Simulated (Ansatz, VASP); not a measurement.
# GaAs in VASP and in Ansatz

```
CELL_PARAMETERS angstrom
0.00000 2.87286 2.87286
2.87286 0.00000 2.87286
2.87286 2.87286 0.00000
ATOMIC_POSITIONS crystal
Ga 0.00000 0.00000 0.00000
As 0.25000 0.25000 0.25000
```

Alike in both runs: functional PBE; k mesh 16 × 16 × 16; occupations gaussian, width 0.02 eV; no spin polarisation.

Ansatz relaxed the structure, and its values are those at the end. VASP's run is a single point on that final structure, the one shown.

|  | VASP | Ansatz |
| --- | --- | --- |
| version | VASP 6.6.1 | Ansatz 0.2.0 |
| potentials or method | VASP PAW PBE potentials, release 64 (Ga_d, As) | scalar-relativistic, plane waves, PAW |
| plane-wave cutoff (eV) | 500 | 420 |
| valence electrons in the cell | 18 | 28 |

```csv
,VASP,Ansatz,Ansatz less VASP
gap on the k mesh at the Fermi level (eV),0.16,0.16,-0.003
least direct gap on the mesh (eV),0.16,0.16,-0.003
pressure (GPa),0.1,0.0,-0.15
```

VASP's potentials hold 18 valence electrons a cell and Ansatz's 28, so a difference there can come from the potentials and not from the codes.
